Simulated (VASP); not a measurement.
## Ag: single point with r2SCAN

Crystal: Ag.

```xyz
2
Lattice="2.0214 2.0214 0.0000 -2.0214 2.0214 0.0000 0.0000 0.0000 4.1413" Properties=species:S:1:pos:R:3 pbc="T T T"
Ag    0.0000    0.0000    0.0000
Ag    0.0000    2.0214    2.0706
```

This cell differs from its parent crystal: biaxial strain in the a-b plane: -1.5 %.

```
Program                : VASP 6.6.1
Task                   : single point
Functional             : r2SCAN
Potentials or basis    : VASP PAW PBE potentials, release 64 (Ag)
Cutoff                 : 520 eV
k mesh                 : 18 × 18 × 12
Occupations            : gaussian, width 0.1 eV
Spin                   : no spin polarisation
Dipole correction      : no
Further INCAR settings : ALGO = Normal; EDIFF = 1e-06; NBANDS = 18
```

The pressure is 2.6 GPa and the band gap on the k mesh is zero (band 11 reaches 14.76 eV, above the bottom of band 12 at 4.86 eV).

Stress tensor (GPa, compression positive):
```
3.01 0.00 0.00
0.00 3.01 0.00
0.00 0.00 1.66
```

Levels at points of the mesh, in eV from the Fermi level:
```csv
k point,band 8,band 9,band 10,band 11,band 12,band 13,band 14,band 15
"(0.00, 0.00, 0.00)",-4.04,-3.33,-3.08,-3.08,1.43,6.62,11.47,11.47
"(0.50, 0.00, 0.00)",-4.49,-4.07,-4.07,-0.52,-0.52,9.46,9.46,9.48
"(0.50, 0.50, 0.00)",-3.13,-3.01,-3.01,1.85,1.85,7.23,7.23,11.01
"(0.00, 0.00, 0.50)",-4.24,-4.14,-4.14,-3.69,-3.69,15.45,15.45,15.45
"(0.50, 0.00, 0.50)",-3.33,-3.26,-3.26,-0.37,-0.37,3.74,3.74,15.86
"(0.50, 0.50, 0.50)",-4.11,-3.01,-3.01,6.21,6.21,6.21,6.21,7.51
```

Wall time 7.2 min on 1 thread of Intel(R) Xeon(R) Platinum 8259CL CPU @ 2.50GHz (Skylake/Cascade Lake) (shared host), peak memory 0.3 GiB.

Caveat: the cell differs from its parent crystal (biaxial strain in the a-b plane: -1.5 %); the PAW data sets were made with another functional, which shifts forces and pressure a little.
